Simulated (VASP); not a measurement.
Input of a VASP 6.6.1 run:

The input INCAR:

```
SYSTEM = C
PREC     = Accurate       ! precision mode
ENCUT    = 520            ! plane-wave cutoff, eV
EDIFF    = 1E-6           ! SCF threshold, eV
ISMEAR   = -1             ! smearing method
SIGMA    = 0.05           ! smearing width, eV
LREAL    = .FALSE.        ! projectors in reciprocal space
LASPH    = .TRUE.         ! aspherical terms in the spheres
NELM     = 80             ! most SCF steps
ALGO     = Normal         ! electronic algorithm
ISIF     = 2              ! what is computed and relaxed
LWAVE    = .FALSE.        ! write WAVECAR
LCHARG   = .FALSE.        ! write CHGCAR
GGA      = CA             ! functional
NBANDS   = 16             ! bands
```

The input KPOINTS:

```
Automatic mesh
0
G
  14 14 5
  0 0 0
```

POSCAR

```
C
1.0
    2.4449954633      0.0000000000      0.0000000000
   -1.2224977317      2.1174281834      0.0000000000
    0.0000000000      0.0000000000      6.6104633561
C
4
Direct
    1.0000000000      1.0000000000      0.2500000000
    0.0000000000      0.0000000000      0.7500000000
    0.3333333333      0.6666666667      0.2500000000
    0.6666666667      0.3333333333      0.7500000000
```

Potentials or basis: VASP PAW LDA potentials, release 64 (C).

Launch:

```bash
$ cat potpaw_LDA.64/C/POTCAR > POTCAR
$ mpirun -np 1 vasp_std > vasp.out
```

(1) Predict the pressure.

(2) Estimate the band gap on the k mesh.

Results:

(1) 0.8 GPa.

(2) 0.95 eV, direct.
